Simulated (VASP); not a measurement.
A run of VASP 6.6.1 is set up as follows.

Contents of INCAR:

```
PREC = Accurate
ENCUT = 520
EDIFF = 1E-6
ISMEAR = -1
SIGMA = 0.02
LREAL = F
LASPH = T
NELM = 80
ALGO = Normal
ISIF = 2
LWAVE = F
LCHARG = F
GGA = PE
NBANDS = 15
```

KPOINTS

```
regular mesh
0
Gamma
  8 8 8
```

File POSCAR:

```
KF
1.0
    0.0000000000      2.6828872878      2.6828872878
    2.6828872878      0.0000000000      2.6828872878
    2.6828872878      2.6828872878      0.0000000000
K F
1 1
Direct
    0.0000000000      0.0000000000      0.0000000000
    0.5000000000      0.5000000000      0.5000000000
```

Potentials or basis: VASP PAW PBE potentials, release 64 (K_sv, F).

Launch:

```console
$ cat potpaw_PBE.64/K_sv/POTCAR potpaw_PBE.64/F/POTCAR > POTCAR
$ mpirun -np 1 vasp_std > vasp.out
```

**Question.** Predict the band gap on the k mesh.

**Answer.** 6.10 eV, direct.

**Question.** Estimate the pressure.

**Answer.** 1.0 GPa.

Caveat: the cell differs from its parent crystal (strain +0.9%). A k mesh can miss the band edges.
